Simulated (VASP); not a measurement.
Set up this calculation in VASP 6.6.1, as the native input.

| Item | Value |
| --- | --- |
| Task | single point |
| Functional | LDA |
| Potentials or basis | VASP PAW LDA potentials, release 64 (Pd) |
| Cutoff | 520 eV |
| k mesh | 20 × 20 × 20 |
| Occupations | fermi-dirac, width 0.05 eV |
| Spin | collinear spin |
| Starting moments | [0.5] μB |
| Dipole correction | no |
| Further INCAR settings | ALGO = Normal; EDIFF = 1e-06; NBANDS = 15 |

The structure of Pd lies in POSCAR:

```
Pd
1.0
    0.0000000000      1.9202771092      1.9202771092
    1.9202771092      0.0000000000      1.9202771092
    1.9202771092      1.9202771092      0.0000000000
Pd
1
Direct
    0.0000000000      0.0000000000      0.0000000000
```

These files were run (other wordings do the same):

INCAR

```
SYSTEM = Pd
ALGO = Normal
EDIFF = 1E-6
ENCUT = 520
ISIF = 2
ISMEAR = -1
ISPIN = 2
LASPH = .TRUE.
LCHARG = .FALSE.
LMAXMIX = 4
LORBIT = 11
LREAL = .FALSE.
LWAVE = .FALSE.
MAGMOM = 0.5
NBANDS = 15
NELM = 150
PREC = Accurate
SIGMA = 0.05
```

KPOINTS

```
k-points
0
G
  20 20 20
  0 0 0
```

Potentials or basis: VASP PAW LDA potentials, release 64 (Pd).

Run with:

```bash
$ cat potpaw_LDA.64/Pd/POTCAR > POTCAR
$ mpirun -np 1 vasp_std > vasp.out
```

Results of the run:

* Pressure: 0.0 GPa
* Band gap on the k mesh: zero (filled and empty bands overlap)
* Net moment: 0.00 μB per cell
* Valence electrons inside the program's atomic spheres: Pd 9.53

Wall time 87 s on 1 thread of Intel(R) Xeon(R) Platinum 8375C CPU @ 2.90GHz (Ice Lake) (shared host), peak memory 0.18 GiB.
